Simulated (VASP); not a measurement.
# Au (P6_3/mmc) in VASP: notebook

Aim: see how the results for Au move with the level of theory and the settings. Levels: PBEsol+U, PBEsol. Tasks: single point, relaxation of cell and atoms.

Everything below comes from runs of VASP 6.6.1. Logs are shortened: lines on timing, memory, paths and dates and some standing lists are left out, and cuts for length are marked.

**1. The cell of the first run**

The structure is hexagonal, space group P6_3/mmc (No. 194). The conventional cell has a = 2.880 Å, b = 2.880 Å, c = 4.837 Å, α = 90.00°, β = 90.00°, γ = 120.00°. Au (site symmetry -6m2) has 12 Au at 2.88 to 2.94 Å within 3.8 Å.

This isn't the form of Au at room conditions, which is fcc.

**2. Single point, PBEsol+U**

File INCAR:

```
SYSTEM = Au
ALGO = Normal ; EDIFF = 1E-6
ENCUT = 500 ; GGA = PS
GGA_COMPAT = .False. ; ISIF = 2
ISMEAR = -1 ; LASPH = .True.
LCHARG = .False. ; LDAU = .True.
LDAUJ = 0 ; LDAUL = 2
LDAUPRINT = 1 ; LDAUTYPE = 2
LDAUU = 1 ; LMAXMIX = 4
LREAL = .False. ; LWAVE = .False.
NBANDS = 18 ; NELM = 200
PREC = Accurate ; SIGMA = 0.15
```

File KPOINTS:

```
k-points
0
Gamma
  18 18 10
  0 0 0
```

File POSCAR:

```
Au
1.0
    2.8803538825      0.0000000000      0.0000000000
   -1.4401769412      2.4944596341      0.0000000000
    0.0000000000      0.0000000000      4.8372788332
Au
2
Direct
    0.3333333333      0.6666666667      0.7500000000
    0.6666666667      0.3333333333      0.2500000000
```

Potentials or basis: VASP PAW PBE potentials, release 64 (Au).

Launch:

```
cat potpaw_PBE.64/Au/POTCAR > POTCAR
mpirun -np 1 vasp_std > vasp.out
```

OUTCAR:

```text
SYSTEM = Au
   EDIFF = 1E-6
   ENCUT = 500
   GGA = PS
   ISIF = 2
   ISMEAR = -1
   LASPH = .True.
   LREAL = .False.
   NELM = 200
   PREC = Accurate

 ion  position               nearest neighbor table
   1  0.333  0.667  0.750-   2 2.94   2 2.94   2 2.94   2 2.94   2 2.94   2 2.94
   2  0.667  0.333  0.250-   1 2.94   1 2.94   1 2.94   1 2.94   1 2.94   1 2.94

  LATTYP: Found a hexagonal cell.
 ALAT       =     2.8803538825
 C/A-ratio  =     1.6794043477

  Lattice vectors:

 A1 = (   2.8803538825,   0.0000000000,   0.0000000000)
 A2 = (  -1.4401769412,   2.4944596341,   0.0000000000)
 A3 = (   0.0000000000,   0.0000000000,   4.8372788332)

Analysis of symmetry for initial positions (statically):
=====================================================================
 Subroutine PRICEL returns:
 Original cell was already a primitive cell.

 Routine SETGRP: Setting up the symmetry group for a
 hexagonal supercell.

 Subroutine GETGRP returns: Found 24 space group operations
 (whereof 12 operations were pure point group operations)
 out of a pool of 24 trial point group operations.

The static configuration has the point symmetry D_3d.
 The point group associated with its full space group is D_6h.

Analysis of symmetry for dynamics (positions and initial velocities):
=====================================================================
 Subroutine PRICEL returns:
 Original cell was already a primitive cell.

 Routine SETGRP: Setting up the symmetry group for a
 hexagonal supercell.

 Subroutine GETGRP returns: Found 24 space group operations
 (whereof 12 operations were pure point group operations)
 out of a pool of 24 trial point group operations.

The dynamic configuration has the point symmetry D_3d.
 The point group associated with its full space group is D_6h.

 Subroutine INISYM returns: Found 24 space group operations
 (whereof 12 operations are pure point group operations),
 and found     1 'primitive' translations

----------------------------------------------------------------------------------------

                                     Primitive cell

  volume of cell :      34.7555

  direct lattice vectors                    reciprocal lattice vectors
     2.880353883  0.000000000  0.000000000     0.347179562  0.200444214  0.000000000
    -1.440176941  2.494459634  0.000000000     0.000000000  0.400888427  0.000000000
     0.000000000  0.000000000  4.837278833     0.000000000  0.000000000  0.206727798

  length of vectors
     2.880353883  2.880353882  4.837278833     0.400888427  0.400888427  0.206727798

  position of ions in fractional coordinates (direct lattice)
     0.333333333  0.666666667  0.750000000
     0.666666667  0.333333333  0.250000000

  ion indices of the primitive-cell ions
   primitive index   ion index
                 1           1
                 2           2

----------------------------------------------------------------------------------------

 KPOINTS: k-points

Automatic generation of k-mesh.
 Grid dimensions read from file:
 generate k-points for:   18   18   10

 Generating k-lattice:

  Cartesian coordinates                     Fractional coordinates (reciprocal lattice)
     0.019287753  0.011135790  0.000000000     0.055555556 -0.000000000  0.000000000
     0.000000000  0.022271579  0.000000000     0.000000000  0.055555556  0.000000000
     0.000000000  0.000000000  0.020672780     0.000000000  0.000000000  0.100000000

  Length of vectors
     0.022271579  0.022271579  0.020672780

  Shift w.r.t. Gamma in fractional coordinates (k-lattice)
     0.000000000  0.000000000  0.000000000

 Subroutine IBZKPT returns following result:
 ===========================================

 Found    222 irreducible k-points:

 Following reciprocal coordinates:
            Coordinates               Weight
  0.000000  0.000000  0.000000      1.000000
  0.055556 -0.000000  0.000000      6.000000
  0.111111 -0.000000  0.000000      6.000000
  0.166667 -0.000000  0.000000      6.000000
[... 37 lines left out ...]
   ENCUT  =  500.0 eV  36.75 Ry    6.06 a.u.   5.25  5.25  8.82*2*pi/ulx,y,z
   NELM   =    200;   NELMIN=  2; NELMDL= -5     # of ELM steps
   EDIFF  = 0.1E-05   stopping-criterion for ELM
   LREAL  =      F    real-space projection
   EDIFFG = 0.1E-04   stopping-criterion for IOM
   NSW    =      0    number of steps for IOM
   IBRION =     -1    ionic relax: 0-MD 1-quasi-New 2-CG
   NFREE  =      0    steps in history (QN), initial steepest desc. (CG)
   ISIF   =      2    stress and relaxation
   ISYM   =      2    0-nonsym 1-usesym 2-fastsym
   POTIM  = 0.5000    time-step for ionic-motion
   TEBEG  =    0.0;   TEEND  =   0.0 temperature during run
   PSTRESS=    0.0 pullay stress
   NELECT =      22.0000    total number of electrons
   NUPDOWN=      -1.0000    fix difference up-down
   EMIN   =  10.00;   EMAX   =-10.00  energy-range for DOS
   EFERMI =   0.00;   METHOD = LEGACY
[... 56 lines left out ...]
  o =  0.8922  v =  0.0000  0.0000  0.0000  0.0000  0.0000  0.0000  0.8843 -0.0000 -0.4670  0.0000      0.0000  0.0000  0.0000  0.0000  0.0000  0.0000  0.0000  0.0000  0.0000  0.0000
  o =  0.8922  v =  0.0000  0.0000  0.0000  0.0000  0.0000 -0.0000 -0.4670  0.0000 -0.8843 -0.0000      0.0000  0.0000  0.0000  0.0000  0.0000  0.0000  0.0000  0.0000  0.0000  0.0000
  o =  0.8922  v = -0.0000 -0.4670  0.0000 -0.8843 -0.0000  0.0000  0.0000  0.0000  0.0000  0.0000      0.0000  0.0000  0.0000  0.0000  0.0000  0.0000  0.0000  0.0000  0.0000  0.0000

atom =   2  type =  1  l = 2

 onsite density matrix

spin component  1

  0.8814  0.0000 -0.0000  0.0000 -0.0000
  0.0000  0.8922  0.0000  0.0000 -0.0000
 -0.0000  0.0000  0.8735  0.0000 -0.0000
  0.0000  0.0000  0.0000  0.8922  0.0000
 -0.0000 -0.0000 -0.0000  0.0000  0.8814

spin component  2

  0.8814  0.0000 -0.0000  0.0000 -0.0000
  0.0000  0.8922  0.0000  0.0000 -0.0000
 -0.0000  0.0000  0.8735  0.0000 -0.0000
  0.0000  0.0000  0.0000  0.8922  0.0000
 -0.0000 -0.0000 -0.0000  0.0000  0.8814

 occupancies and eigenvectors

  o =  0.8735  v =  0.0000  0.0000  1.0000 -0.0000  0.0000  0.0000  0.0000  0.0000  0.0000  0.0000      0.0000  0.0000  0.0000  0.0000  0.0000  0.0000  0.0000  0.0000  0.0000  0.0000
  o =  0.8735  v =  0.0000  0.0000  0.0000  0.0000  0.0000  0.0000  0.0000  1.0000 -0.0000  0.0000      0.0000  0.0000  0.0000  0.0000  0.0000  0.0000  0.0000  0.0000  0.0000  0.0000
  o =  0.8814  v =  0.0000  0.0000  0.0000  0.0000  0.0000 -0.3736 -0.0000  0.0000  0.0000 -0.9276      0.0000  0.0000  0.0000  0.0000  0.0000  0.0000  0.0000  0.0000  0.0000  0.0000
  o =  0.8814  v = -0.3736 -0.0000  0.0000  0.0000 -0.9276  0.0000  0.0000  0.0000  0.0000  0.0000      0.0000  0.0000  0.0000  0.0000  0.0000  0.0000  0.0000  0.0000  0.0000  0.0000
  o =  0.8814  v =  0.0000  0.0000  0.0000  0.0000  0.0000  0.9276 -0.0000 -0.0000  0.0000 -0.3736      0.0000  0.0000  0.0000  0.0000  0.0000  0.0000  0.0000  0.0000  0.0000  0.0000
  o =  0.8814  v =  0.9276 -0.0000 -0.0000  0.0000 -0.3736  0.0000  0.0000  0.0000  0.0000  0.0000      0.0000  0.0000  0.0000  0.0000  0.0000  0.0000  0.0000  0.0000  0.0000  0.0000
  o =  0.8922  v =  0.0000  0.8843 -0.0000 -0.4670 -0.0000  0.0000  0.0000  0.0000  0.0000  0.0000      0.0000  0.0000  0.0000  0.0000  0.0000  0.0000  0.0000  0.0000  0.0000  0.0000
  o =  0.8922  v =  0.0000  0.0000  0.0000  0.0000  0.0000  0.0000  0.8843 -0.0000 -0.4670 -0.0000      0.0000  0.0000  0.0000  0.0000  0.0000  0.0000  0.0000  0.0000  0.0000  0.0000
  o =  0.8922  v =  0.0000  0.0000  0.0000  0.0000  0.0000 -0.0000 -0.4670  0.0000 -0.8843  0.0000      0.0000  0.0000  0.0000  0.0000  0.0000  0.0000  0.0000  0.0000  0.0000  0.0000
  o =  0.8922  v = -0.0000 -0.4670  0.0000 -0.8843  0.0000  0.0000  0.0000  0.0000  0.0000  0.0000      0.0000  0.0000  0.0000  0.0000  0.0000  0.0000  0.0000  0.0000  0.0000  0.0000

 number of electron      22.0000004 magnetization

 Free energy of the ion-electron system (eV)
  ---------------------------------------------------
  ext. energy  EPLUGINS =         0.00000000
  ---------------------------------------------------
  free energy    TOTEN  =        -6.80257683 eV

  energy without entropy =       -6.75647084  energy(sigma->0) =       -6.77952384

 E-fermi :   8.7920     XC(G=0): -12.7511

 val. band max:        8.7893149037   @ k =   0.4444   0.0556   0.3000
 cond. band min:       8.7920921039   @ k =   0.2222   0.1111   0.3000
 fundamental gap:      0.0027772003
 Fermi energy:         8.7919911668

 k-point     1 :       0.0000    0.0000    0.0000
  band No.  band energies     occupation
      1      -0.7524      2.00000
      2       1.5246      2.00000
      3       3.9240      2.00000
      4       4.1939      2.00000
      5       4.1939      2.00000
      6       4.4948      2.00000
[... 481 lines left out ...]
      5       4.4147      2.00000
      6       4.5843      2.00000
[... 10 lines left out ...]
     17      20.8551      0.00000
     18      23.4955      0.00000

 [... further k-points ...]

------------------------ aborting loop because EDIFF is reached ----------------------------------------

  FORCE on cell =-STRESS in cart. coord.  units (eV):
  Direction    XX          YY          ZZ          XY          YZ          ZX
  --------------------------------------------------------------------------------------
  -------------------------------------------------------------------------------------
  Total       -0.8491425     -0.8491425     -0.8818649     -0.0000000     -0.0000000      0.0000000
  in kB      -39.1442271    -39.1442271    -40.6526820     -0.0000000     -0.0000000      0.0000000
  external PRESSURE =     -39.6470454 kB  Pullay stress =       0.0000000 kB

 VOLUME and BASIS-vectors are now :
 -----------------------------------------------------------------------------
  energy-cutoff  :      500.00
  volume of cell :       34.76
      direct lattice vectors                 reciprocal lattice vectors
     2.880353883  0.000000000  0.000000000     0.347179562  0.200444214  0.000000000
    -1.440176941  2.494459634  0.000000000     0.000000000  0.400888427  0.000000000
     0.000000000  0.000000000  4.837278833     0.000000000  0.000000000  0.206727798

 POSITION                                       TOTAL-FORCE (eV/Angst)
 -----------------------------------------------------------------------------------
     -0.00000      1.66297      3.62796         0.000000     -0.000000      0.000000
      1.44018      0.83149      1.20932        -0.000000      0.000000      0.000000
 -----------------------------------------------------------------------------------
    total drift:                               -0.000000      0.000000     -0.000000

  FREE ENERGIE OF THE ION-ELECTRON SYSTEM (eV)
  ---------------------------------------------------
  free  energy   TOTEN  =        -6.8025768291 eV

  energy  without entropy=       -6.7564708435  energy(sigma->0) =       -6.77952384
```

Run time: 92 s. Hardware: 1 thread of AMD EPYC 7R43 (Zen 3), shared host; peak memory 0.2 GiB.

Results:

| Quantity | Value |
| --- | --- |
| Free energy | -6.8026 eV |
| Pressure | -4.0 GPa |
| Band gap on the k mesh | zero (bands 11 and 12 overlap by 7.05 eV) |

Eigenvalues of the final occupation matrices:
```csv
site,spin,trace,eigenvalues
site 1 d,1,4.42,0.87 0.88 0.88 0.89 0.89
site 1 d,2,4.42,0.87 0.88 0.88 0.89 0.89
site 2 d,1,4.42,0.87 0.88 0.88 0.89 0.89
site 2 d,2,4.42,0.87 0.88 0.88 0.89 0.89
```

Caveat: the cell stands under tension; the PAW data sets were made with another functional, which shifts forces and pressure a little; spin-orbit coupling is left out, which moves the levels of the heavy elements; U without spin polarisation on a metal has little footing; the U is typed as a test and isn't derived for this compound.

**3. Single point, PBEsol**

This run uses another cell than the first one, of 17.03 Å³/atom.

File INCAR:

```
PREC = Accurate
ENCUT = 520
EDIFF = 1E-6
ISMEAR = 0
SIGMA = 0.1
LREAL = False
LASPH = True
NELM = 100
ALGO = Fast
ISIF = 2
LWAVE = False
LCHARG = False
GGA = PS
NBANDS = 18
```

File KPOINTS:

```
regular mesh
0
Gamma
  18 18 10
```

File POSCAR:

```
Au
1.0
    2.8651901172      0.0000000000      0.0000000000
   -1.4325950586      2.4813274282      0.0000000000
    0.0000000000      0.0000000000      4.7905780146
Au
2
Direct
    0.3333333333      0.6666666667      0.7500000000
    0.6666666667      0.3333333333      0.2500000000
```

Potentials or basis: VASP PAW PBE potentials, release 64 (Au).

Launch:

```
cat potpaw_PBE.64/Au/POTCAR > POTCAR
mpirun -np 1 vasp_std > vasp.out
```

Wall time 1.7 min (1 thread of AMD EPYC 7R13 (Zen 3), shared host); peak memory 0.21 GiB.

It converged, with:

* Free energy: -7.8296 eV
* Pressure: -0.2 GPa
* Band gap on the k mesh: zero (bands 11 and 12 overlap by 6.92 eV)

Levels at points of the mesh, in eV from the Fermi level:
| k point | band 7 | band 8 | band 9 | band 10 | band 11 | band 12 | band 13 | band 14 | band 15 | band 16 |
| --- | --- | --- | --- | --- | --- | --- | --- | --- | --- | --- |
| (0.00, 0.00, 0.00) | -4.21 | -3.53 | -3.53 | -2.13 | -2.13 | -1.14 | 2.77 | 14.58 | 15.81 | 16.81 |
| (0.50, 0.00, 0.00) | -3.71 | -1.88 | -1.82 | -1.63 | 0.39 | 1.60 | 5.79 | 7.33 | 7.41 | 10.30 |
| (0.00, 0.00, 0.50) | -4.57 | -4.57 | -2.59 | -2.59 | -2.59 | -2.59 | 10.75 | 10.75 | 14.88 | 14.88 |
| (0.50, 0.00, 0.50) | -2.38 | -2.38 | -1.71 | -1.71 | 0.45 | 0.45 | 4.00 | 4.00 | 13.30 | 13.30 |

Caveat: the PAW data sets were made with another functional, which shifts forces and pressure a little; spin-orbit coupling is left out, which moves the levels of the heavy elements.

**4. Relaxation of cell and atoms, PBEsol**

This run uses another cell than the first one, of 17.77 Å³/atom.

File INCAR:

```
  PREC = Accurate
  ENCUT = 600
  EDIFF = 1E-6
  ISMEAR = 0
  SIGMA = 0.1
  LREAL = False
  LASPH = True
  NELM = 100
  ALGO = Fast
  ISIF = 3
  LWAVE = False
  LCHARG = False
  GGA = PS
  IBRION = 2
  NSW = 100
  EDIFFG = -0.005
```

File KPOINTS:

```
Automatic mesh
0
Gamma
  18 18 10
```

File POSCAR:

```
Au
1.0
    2.8999984104      0.0000000000      0.0000000000
   -1.4499992052      2.5114722944      0.0000000000
    0.0000000000      0.0000000000      4.8800000000
Au
2
Direct
    0.3333333333      0.6666666667      0.7500000000
    0.6666666667      0.3333333333      0.2500000000
```

Launch:

```
cat potpaw_PBE.64/Au/POTCAR > POTCAR
mpirun -np 1 vasp_std > vasp.out
```

It took 10 min on 1 thread of AMD EPYC 7R13 (Zen 3), shared host; peak memory 0.25 GiB.

Results (log left out):

- Free energy: -7.8296 eV
- Relaxed volume: 17.01 Å³/atom
- Relaxed cell: a = 2.865 Å, b = 2.865 Å, c = 4.785 Å, α = 90.00°, β = 90.00°, γ = 120.00°
- Space group after relaxing (to 0.1 Å): P6_3/mmc (No. 194)
- Energy gained by relaxing: 16.2 meV/atom
- Ionic steps: 12
- Pressure after relaxing: 0.0 GPa
- Band gap on the k mesh: zero (bands 11 and 12 overlap by 6.92 eV)

The path:
```tsv
step	energy change (eV)	largest force (eV/Å)	pressure (GPa)	volume (Å³)
1	0.0000	0.0000	-6.48	35.54
2	0.0449	0.0000	12.87	31.97
3	-0.0322	0.0000	-0.25	34.06
4	-0.0322	0.0000	0.12	34.01
5	-0.0323	0.0000	-0.23	34.07
6	-0.0323	0.0000	-0.19	34.07
7	-0.0324	0.0000	-0.04	34.05
8	-0.0324	0.0000	0.02	34.03
9	-0.0325	0.0000	0.19	34.00
10	-0.0325	0.0000	0.06	34.01
11	-0.0325	0.0000	0.09	34.01
12	-0.0325	0.0000	-0.02	34.03
```

Final structure:
```yaml
crystal:
  lattice:
    - [2.86535, 0.00000, 0.00000]
    - [-1.43268, 2.48147, 0.00000]
    - [0.00000, 0.00000, 4.78537]
  atoms:
    - { symbol: Au, position: [0.33333, 0.66667, 0.75000] }
    - { symbol: Au, position: [0.66667, 0.33333, 0.25000] }
```

Levels at points of the mesh, in eV from the Fermi level:
| k point | band 7 | band 8 | band 9 | band 10 | band 11 | band 12 | band 13 | band 14 | band 15 |
| --- | --- | --- | --- | --- | --- | --- | --- | --- | --- |
| (0.00, 0.00, 0.00) | -4.21 | -3.54 | -3.54 | -2.13 | -2.13 | -1.14 | 2.79 | 14.57 | 15.83 |
| (0.50, 0.00, 0.00) | -3.71 | -1.87 | -1.83 | -1.63 | 0.38 | 1.59 | 5.80 | 7.34 | 7.42 |
| (0.00, 0.00, 0.50) | -4.57 | -4.57 | -2.59 | -2.59 | -2.59 | -2.59 | 10.78 | 10.78 | 14.88 |
| (0.50, 0.00, 0.50) | -2.38 | -2.38 | -1.71 | -1.71 | 0.45 | 0.45 | 4.00 | 4.00 | 13.33 |

Caveat: the PAW data sets were made with another functional, which shifts forces and pressure a little; spin-orbit coupling is left out, which moves the levels of the heavy elements.

**5. Overview**

| task | level | U | cell | cutoff (eV) | smearing | gap on the mesh (eV) | pressure (GPa) |
| --- | --- | --- | --- | --- | --- | --- | --- |
| single point | PBEsol+U | Au d U = 1.0 eV | a = 2.880, b = 2.880, c = 4.837 Å, angles 90.0, 90.0, 120.0°, 2 atoms | 500 | fermi-dirac 0.15 eV | none | -4.0 |
| single point | PBEsol | - | a = 2.865, b = 2.865, c = 4.791 Å, angles 90.0, 90.0, 120.0°, 2 atoms | 520 | gaussian 0.1 eV | none | -0.2 |
| relaxation of cell and atoms | PBEsol | - | relaxed from a = 2.900, b = 2.900, c = 4.880 Å, angles 90.0, 90.0, 120.0°, 2 atoms | 600 | gaussian 0.1 eV | none | 0.0 |

Alike in all rows: potentials or basis VASP PAW PBE potentials, release 64 (Au); no spin polarisation; k mesh 18 × 18 × 10.

Caveats: the PAW data sets were made with another functional, which shifts forces and pressure a little; spin-orbit coupling is left out, which moves the levels of the heavy elements; the cell stands under tension (at least some runs); U without spin polarisation on a metal has little footing (at least some runs); the U is typed as a test and isn't derived for this compound (at least some runs).

Total energies depend on the potentials used, so only differences within one code and one set of settings carry meaning.
